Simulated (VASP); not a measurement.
# Mg (R-3m) in VASP: notebook

Runs on Mg. Level: r2SCAN. Tasks: single point.

Program: VASP 6.6.1. These are calculated values, not measurements. Logs are shortened: lines on timing, memory, paths and dates and some standing lists are left out, and cuts for length are marked.

## (1) The cell of the first run

Symmetry: R-3m, No. 166, trigonal system. Conventional cell: a = 2.519 Å, b = 2.519 Å, c = 12.341 Å, α = 90.00°, β = 90.00°, γ = 120.00°. Mg (site symmetry -3m) has 6 Mg at 2.52 Å within 3.3 Å.

## (2) Single point, r2SCAN

Input file POSCAR:

```
Mg
1.0
    1.1875114451      2.9687786127      2.9687786127
    2.9687786127      1.1875114451      2.9687786127
    2.9687786127      2.9687786127      1.1875114451
Mg
1
Direct
    0.0000000000      0.0000000000      0.0000000000
```

Input file INCAR.step1:

```
SYSTEM = Mg
  PREC = Accurate
  ENCUT = 520
  ISMEAR = 0
  SIGMA = 0.15
  LREAL = .False.
  LASPH = .True.
  NELM = 60
  NBANDS = 7
  GGA = PE
  ALGO = Normal
  EDIFF = 1E-4
  LWAVE = .True.
  LCHARG = .False.
```

Input file INCAR.step2:

```
SYSTEM = Mg
  PREC = Accurate
  ENCUT = 520
  EDIFF = 1E-6
  ISMEAR = 0
  SIGMA = 0.15
  LREAL = .False.
  LASPH = .True.
  NELM = 60
  ALGO = Normal
  ISIF = 2
  LWAVE = .False.
  LCHARG = .False.
  METAGGA = R2SCAN
  LMIXTAU = .True.
  NBANDS = 7
  ISTART = 1
```

Input file KPOINTS:

```
Automatic mesh
0
Gamma
  20 20 20
  0 0 0
```

Potentials or basis: VASP PAW PBE potentials, release 64 (Mg).

Started as:

```bash
$ cat potpaw_PBE.64/Mg/POTCAR > POTCAR
$ cp INCAR.step1 INCAR
$ mpirun -np 1 vasp_std > vasp.out
$ cp INCAR.step2 INCAR
$ mpirun -np 1 vasp_std > vasp.out
```

OUTCAR:

```text
SYSTEM = Mg
   PREC = Accurate
   ENCUT = 520
   EDIFF = 1E-6
   ISMEAR = 0
   LREAL = .False.
   LASPH = .True.
   NELM = 60
   ISIF = 2
   METAGGA = R2SCAN
   ISTART = 1

 ion  position               nearest neighbor table
   1  0.000  0.000  0.000-

  LATTYP: Found a trigonal (rhomboedric) cell.
 ALAT       =     4.3631956562
 COS(alpha) =     0.8333333333

  Lattice vectors:

 A1 = (   1.1875114451,   2.9687786127,   2.9687786127)
 A2 = (   2.9687786127,   1.1875114451,   2.9687786127)
 A3 = (   2.9687786127,   2.9687786127,   1.1875114451)

Analysis of symmetry for initial positions (statically):
=====================================================================
 Subroutine PRICEL returns:
 Original cell was already a primitive cell.

 Routine SETGRP: Setting up the symmetry group for a
 trigonal (rhombohedral) supercell.

 Subroutine GETGRP returns: Found 12 space group operations
 (whereof 12 operations were pure point group operations)
 out of a pool of 12 trial point group operations.

The static configuration has the point symmetry D_3d.

Analysis of symmetry for dynamics (positions and initial velocities):
=====================================================================
 Subroutine PRICEL returns:
 Original cell was already a primitive cell.

 Routine SETGRP: Setting up the symmetry group for a
 trigonal (rhombohedral) supercell.

 Subroutine GETGRP returns: Found 12 space group operations
 (whereof 12 operations were pure point group operations)
 out of a pool of 12 trial point group operations.

The dynamic configuration has the point symmetry D_3d.

 Subroutine INISYM returns: Found 12 space group operations
 (whereof 12 operations are pure point group operations),
 and found     1 'primitive' translations

----------------------------------------------------------------------------------------

                                     Primitive cell

  volume of cell :      22.6072

  direct lattice vectors                    reciprocal lattice vectors
     1.187511445  2.968778613  2.968778613    -0.327482224  0.233915874  0.233915874
     2.968778613  1.187511445  2.968778613     0.233915874 -0.327482224  0.233915874
     2.968778613  2.968778613  1.187511445     0.233915874  0.233915874 -0.327482224

  length of vectors
     4.363195656  4.363195656  4.363195656     0.465486712  0.465486712  0.465486712

  position of ions in fractional coordinates (direct lattice)
     0.000000000  0.000000000  0.000000000

  ion indices of the primitive-cell ions
   primitive index   ion index
                 1           1

----------------------------------------------------------------------------------------

 KPOINTS: Automatic mesh

Automatic generation of k-mesh.
 Grid dimensions read from file:
 generate k-points for:   20   20   20

 Generating k-lattice:

  Cartesian coordinates                     Fractional coordinates (reciprocal lattice)
    -0.016374111  0.011695794  0.011695794     0.050000000  0.000000000  0.000000000
     0.011695794 -0.016374111  0.011695794     0.000000000  0.050000000  0.000000000
     0.011695794  0.011695794 -0.016374111     0.000000000  0.000000000  0.050000000

  Length of vectors
     0.023274336  0.023274336  0.023274336

  Shift w.r.t. Gamma in fractional coordinates (k-lattice)
     0.000000000  0.000000000  0.000000000

 Subroutine IBZKPT returns following result:
 ===========================================

 Found    781 irreducible k-points:

 Following reciprocal coordinates:
            Coordinates               Weight
  0.000000  0.000000  0.000000      1.000000
  0.050000  0.000000 -0.000000      6.000000
  0.100000  0.000000 -0.000000      6.000000
  0.150000 -0.000000 -0.000000      6.000000
  0.200000  0.000000 -0.000000      6.000000
  0.250000 -0.000000 -0.000000      6.000000
[... 16 lines left out ...]
 -0.400000  0.050000  0.000000     12.000000
 -0.350000  0.050000 -0.000000     12.000000
 [... further k-points ...]
   k-points           NKPTS =    781   k-points in BZ     NKDIM =    781   number of bands    NBANDS=      7
   number of dos      NEDOS =    301   number of ions     NIONS =      1
   total plane-waves  NPLWV =  32768
   dimension x,y,z NGX =    32 NGY =   32 NGZ =   32
   dimension x,y,z NGXF=    64 NGYF=   64 NGZF=   64
   ions per type =               1
   NGX,Y,Z   is equivalent  to a cutoff of  12.19, 12.19, 12.19 a.u.
   NGXF,Y,Z  is equivalent  to a cutoff of  24.39, 24.39, 24.39 a.u.
 SYSTEM =  Mg
   PREC   = accura    normal or accurate (medium, high low for compatibility)
   ISTART =      1    job   : 0-new  1-cont  2-samecut
   ICHARG =      0    charge: 1-file 2-atom 10-const
   ISPIN  =      1    spin polarized calculation?
   LNONCOLLINEAR =      F non collinear calculations
   LSORBIT =      F    spin-orbit coupling
   LASPH  =      T    aspherical Exc in radial PAW
   ENCUT  =  520.0 eV  38.22 Ry    6.18 a.u.   8.11  8.11  8.11*2*pi/ulx,y,z
   NELM   =     60;   NELMIN=  2; NELMDL=  0     # of ELM steps
   EDIFF  = 0.1E-05   stopping-criterion for ELM
   LREAL  =      F    real-space projection
   EDIFFG = 0.1E-04   stopping-criterion for IOM
   NSW    =      0    number of steps for IOM
   IBRION =     -1    ionic relax: 0-MD 1-quasi-New 2-CG
   NFREE  =      0    steps in history (QN), initial steepest desc. (CG)
   ISIF   =      2    stress and relaxation
   ISYM   =      2    0-nonsym 1-usesym 2-fastsym
   POTIM  = 0.5000    time-step for ionic-motion
   TEBEG  =    0.0;   TEEND  =   0.0 temperature during run
   PSTRESS=    0.0 pullay stress
   NELECT =       2.0000    total number of electrons
   NUPDOWN=      -1.0000    fix difference up-down
   EMIN   =  10.00;   EMAX   =-10.00  energy-range for DOS
   EFERMI =   0.00;   METHOD = LEGACY
   ISMEAR =     0;   SIGMA  =   0.15  broadening in eV -4-tet -1-fermi 0-gaus
   EFERMI_NEDOS =   21; number of points for ismear=-14 and -15
   IALGO  =     38    algorithm
   IMIX   =      4    mixing-type and parameters
     AMIX     =   0.40;   BMIX     =  1.00
     AMIX_MAG =   1.60;   BMIX_MAG =  1.00
  volume/ion in A,a.u.               =      22.61       152.56
  Fermi-wavevector in a.u.,A,eV,Ry     =   0.729462  1.378483  7.239854  0.532114
  Thomas-Fermi vector in A             =   1.821189
   LORBIT       =      0    0 simple, 1 ext, 2 COOP (PROOUT), +10 PAW based schemes
   METAGGA = R2SCAN    functional components
   LHFCALC =     F    Hartree Fock is set to
   AEXX    =    0.0000 exact exchange contribution
   IVDW    =     0    specifies the selected vdW correction
   LEPSILON=     F    determine dielectric tensor
   LRPA    =     F    only Hartree local field effects (RPA)
 non-spin polarized calculation
 Gauss-broadening in eV      SIGMA  =   0.15
  energy-cutoff  :      520.00
  volume of cell :       22.61
 maximum number of plane-waves:       625
   NGX = 17   NGY = 17   NGZ = 17

 number of electron       2.0000000 magnetization

 Free energy of the ion-electron system (eV)
  ---------------------------------------------------
  ext. energy  EPLUGINS =         0.00000000
  ---------------------------------------------------
  free energy    TOTEN  =        -2.70823604 eV

  energy without entropy =       -2.70179568  energy(sigma->0) =       -2.70501586

 E-fermi :   2.2728     XC(G=0):  -8.6477

 val. band max:        2.2720573107   @ k =  -0.3500   0.4500   0.3000
 cond. band min:       2.2770064878   @ k =  -0.2500   0.3000   0.2500
 fundamental gap:      0.0049491770
 Fermi energy:         2.2728186179

 k-point     1 :       0.0000    0.0000    0.0000
  band No.  band energies     occupation
      1      -5.0776      2.00000
      2       3.7951      0.00000
      3       5.7817      0.00000
      4      22.0485      0.00000
      5      22.0485      0.00000
      6      25.6903      0.00000
      7      27.1501      0.00000

 k-point     2 :       0.0500    0.0000   -0.0000
  band No.  band energies     occupation
      1      -4.9915      2.00000
      2       3.8302      0.00000
      3       5.9047      0.00000
      4      20.8319      0.00000
      5      21.9514      0.00000
      6      26.5624      0.00000
      7      26.9485      0.00000

 k-point     3 :       0.1000    0.0000   -0.0000
  band No.  band energies     occupation
      1      -4.7341      2.00000
      2       3.9463      0.00000
      3       6.2623      0.00000
      4      18.7332      0.00000
      5      21.6940      0.00000
      6      25.2429      0.00000
      7      26.3733      0.00000

 k-point     4 :       0.1500   -0.0000   -0.0000
  band No.  band energies     occupation
      1      -4.3078      2.00000
      2       4.1651      0.00000
      3       6.8281      0.00000
      4      16.5547      0.00000
      5      21.3478      0.00000
      6      23.0329      0.00000
      7      25.0896      0.00000

 k-point     5 :       0.2000    0.0000   -0.0000
  band No.  band energies     occupation
      1      -3.7169      2.00000
      2       4.5059      0.00000
      3       7.5731      0.00000
      4      14.4305      0.00000
      5      20.7112      0.00000
      6      20.9782      0.00000
      7      23.9538      0.00000
[... 161 lines left out ...]
 k-point    22 :      -0.4500    0.0500    0.0000
  band No.  band energies     occupation
      1       1.8335      1.99997
      2       4.5050      0.00000
      3       9.1493      0.00000
      4      10.5065      0.00000
      5      13.8673      0.00000
      6      16.9671      0.00000
      7      19.5068      0.00000

 k-point    23 :      -0.4000    0.0500    0.0000
  band No.  band energies     occupation
      1       0.7340      2.00000
      2       5.7987      0.00000
      3       8.2389      0.00000
      4      11.7014      0.00000
      5      12.6962      0.00000
      6      17.9110      0.00000
      7      20.0144      0.00000

 k-point    24 :      -0.3500    0.0500   -0.0000
  band No.  band energies     occupation
      1      -0.4476      2.00000
      2       6.9100      0.00000
      3       7.7628      0.00000
      4      11.2550      0.00000
      5      13.4841      0.00000
      6      18.5873      0.00000
      7      20.9962      0.00000

 [... further k-points ...]
[... 5 lines left out ...]
  --------------------------------------------------------------------------------------
  -------------------------------------------------------------------------------------
  Total        3.7515405      3.7515405      3.7515405     -2.2820642     -2.2820642     -2.2820642
  in kB      265.8722674    265.8722674    265.8722674   -161.7302509   -161.7302509   -161.7302509
  external PRESSURE =     265.8722674 kB  Pullay stress =       0.0000000 kB

 VOLUME and BASIS-vectors are now :
 -----------------------------------------------------------------------------
  energy-cutoff  :      520.00
  volume of cell :       22.61
      direct lattice vectors                 reciprocal lattice vectors
     1.187511445  2.968778613  2.968778613    -0.327482224  0.233915874  0.233915874
     2.968778613  1.187511445  2.968778613     0.233915874 -0.327482224  0.233915874
     2.968778613  2.968778613  1.187511445     0.233915874  0.233915874 -0.327482224

 POSITION                                       TOTAL-FORCE (eV/Angst)
 -----------------------------------------------------------------------------------
      0.00000      0.00000      0.00000         0.000000     -0.000000      0.000000
 -----------------------------------------------------------------------------------
    total drift:                                0.000000      0.000000      0.000000

  FREE ENERGIE OF THE ION-ELECTRON SYSTEM (eV)
  ---------------------------------------------------
  free  energy   TOTEN  =        -2.7082360412 eV

  energy  without entropy=       -2.7017956826  energy(sigma->0) =       -2.70501586
```

Run time: 21 min. Hardware: 1 thread of Oxide Virtual Turin-like, shared host; peak memory 0.26 GiB.

What came out:

```yaml
Free_energy: -2.7082 eV
Pressure: 26.6 GPa
Band_gap_on_the_k_mesh: zero (band 1 reaches 4.21 eV, above the bottom of band 2 at -0.70 eV)
```

Stress tensor (GPa, compression positive):
```
 26.59 -16.17 -16.17
-16.17  26.59 -16.17
-16.17 -16.17  26.59
```

Caveat: the PAW data sets were made with another functional, which shifts forces and pressure a little.

## (3) Single point, r2SCAN

This run uses another cell than the first one, of the same volume but with other edges.

Input file POSCAR:

```
Mg
1.0
   -0.4863620543      2.0293037440      2.0293037440
    2.0293037440     -0.4863620543      2.0293037440
    2.0293037440      2.0293037440     -0.4863620543
Mg
1
Direct
    0.0000000000      0.0000000000      0.0000000000
```

Input file INCAR.step1:

```
SYSTEM = Mg
PREC     = Accurate       ! precision mode
ENCUT    = 520            ! plane-wave cutoff, eV
ISMEAR   = 0              ! smearing method
SIGMA    = 0.15           ! smearing width, eV
LREAL    = .False.        ! projectors in reciprocal space
LASPH    = .True.         ! aspherical terms in the spheres
NELM     = 80             ! most SCF steps
NBANDS   = 7              ! bands
GGA      = PE             ! functional
ALGO     = Normal         ! electronic algorithm
EDIFF    = 1E-4           ! SCF threshold, eV
LWAVE    = .True.         ! write WAVECAR
LCHARG   = .False.        ! write CHGCAR
```

Input file INCAR.step2:

```
SYSTEM = Mg
PREC     = Accurate       ! precision mode
ENCUT    = 520            ! plane-wave cutoff, eV
EDIFF    = 1E-6           ! SCF threshold, eV
ISMEAR   = 0              ! smearing method
SIGMA    = 0.15           ! smearing width, eV
LREAL    = .False.        ! projectors in reciprocal space
LASPH    = .True.         ! aspherical terms in the spheres
NELM     = 80             ! most SCF steps
ALGO     = Normal         ! electronic algorithm
ISIF     = 2              ! what is computed and relaxed
LWAVE    = .False.        ! write WAVECAR
LCHARG   = .False.        ! write CHGCAR
METAGGA  = R2SCAN         ! meta-GGA
LMIXTAU  = .True.       
NBANDS   = 7              ! bands
ISTART   = 1
```

KPOINTS is that of step 2.

Potentials or basis: VASP PAW PBE potentials, release 64 (Mg).

Started as:

```bash
$ cat potpaw_PBE.64/Mg/POTCAR > POTCAR
$ cp INCAR.step1 INCAR
$ mpirun -np 1 vasp_std > vasp.out
$ cp INCAR.step2 INCAR
$ mpirun -np 1 vasp_std > vasp.out
```

Run time: 7.5 min. Hardware: 1 thread of Oxide Virtual Turin-like, shared host; peak memory 0.22 GiB.

Results (log left out):

* Free energy: -3.8592 eV
* Pressure: 3.3 GPa
* Band gap on the k mesh: zero (band 1 reaches 4.53 eV, above the bottom of band 2 at 0.60 eV)

Stress tensor (GPa, compression positive):
```
3.28 4.04 4.04
4.04 3.28 4.04
4.04 4.04 3.28
```

Levels at points of the mesh, in eV from the Fermi level:
```csv
k point,band 1,band 2,band 3,band 4
"(0.00, 0.00, 0.00)",-7.43,10.54,10.54,12.82
"(0.50, 0.00, 0.00)",-2.44,-2.07,11.27,13.84
"(0.50, 0.50, 0.00)",0.11,1.41,4.29,5.15
"(0.50, 0.50, 0.50)",0.95,2.33,8.89,8.89
```

Caveat: the PAW data sets were made with another functional, which shifts forces and pressure a little.

## (4) Single point, r2SCAN

This run uses another cell than the first one, of the same volume but with other edges.

Input file POSCAR:

```
Mg
1.0
    0.5470478158      2.5484422640      2.5484422640
    2.5484422640      0.5470478158      2.5484422640
    2.5484422640      2.5484422640      0.5470478158
Mg
1
Direct
    0.0000000000      0.0000000000      0.0000000000
```

Input file INCAR.step1:

```
  PREC = Accurate
  ENCUT = 520
  ISMEAR = 0
  SIGMA = 0.15
  LREAL = F
  LASPH = T
  NELM = 60
  NBANDS = 7
  GGA = PE
  ALGO = Normal
  EDIFF = 1E-4
  LWAVE = T
  LCHARG = F
```

Input file INCAR.step2:

```
  PREC = Accurate
  ENCUT = 520
  EDIFF = 1E-7
  ISMEAR = 0
  SIGMA = 0.15
  LREAL = F
  LASPH = T
  NELM = 60
  ALGO = Normal
  ISIF = 2
  LWAVE = F
  LCHARG = F
  METAGGA = R2SCAN
  LMIXTAU = T
  NBANDS = 7
  ISTART = 1
```

Input file KPOINTS:

```
Automatic mesh
0
Gamma
  20 20 20
```

Started as:

```bash
$ cat potpaw_PBE.64/Mg/POTCAR > POTCAR
$ cp INCAR.step1 INCAR
$ mpirun -np 1 vasp_std > vasp.out
$ cp INCAR.step2 INCAR
$ mpirun -np 1 vasp_std > vasp.out
```

It took 15 min on 1 thread of Oxide Virtual Turin-like, shared host; peak memory 0.23 GiB.

Results (log left out):

```yaml
Free_energy: -3.8077 eV
Pressure: 6.4 GPa
Band_gap_on_the_k_mesh: zero (band 1 reaches 4.13 eV, above the bottom of band 2 at -0.48 eV)
```

Stress tensor (GPa, compression positive):
```
 6.43 -6.90 -6.90
-6.90  6.43 -6.90
-6.90 -6.90  6.43
```

Levels at points of the mesh, in eV from the Fermi level:
```csv
k point,band 1,band 2,band 3,band 4,band 5,band 6
"(0.00, 0.00, 0.00)",-7.29,7.05,7.21,16.62,16.62,19.59
"(0.50, 0.00, 0.00)",-1.04,0.28,8.68,9.32,14.45,14.58
"(0.50, 0.50, 0.00)",0.00,1.52,5.56,5.67,11.81,13.12
"(0.50, 0.50, 0.50)",-4.08,-2.99,15.96,15.96,18.75,19.13
```

Caveat: the PAW data sets were made with another functional, which shifts forces and pressure a little.

## (5) Summary

```csv
cell,gap on the mesh (eV),pressure (GPa)
"a = 4.363 Å, angles 33.6°, 1 atom",none,26.6
"a = 2.911 Å, angles 75.3°, 1 atom",none,3.3
"a = 3.645 Å, angles 45.7°, 1 atom",none,6.4
```

Alike in all rows: task single point; level r2SCAN; potentials or basis VASP PAW PBE potentials, release 64 (Mg); no spin polarisation; k mesh 20 × 20 × 20; cutoff (eV) 520; smearing gaussian 0.15 eV.

Caveats: the PAW data sets were made with another functional, which shifts forces and pressure a little.

Total energies depend on the potentials used, so only differences within one code and one set of settings carry meaning.
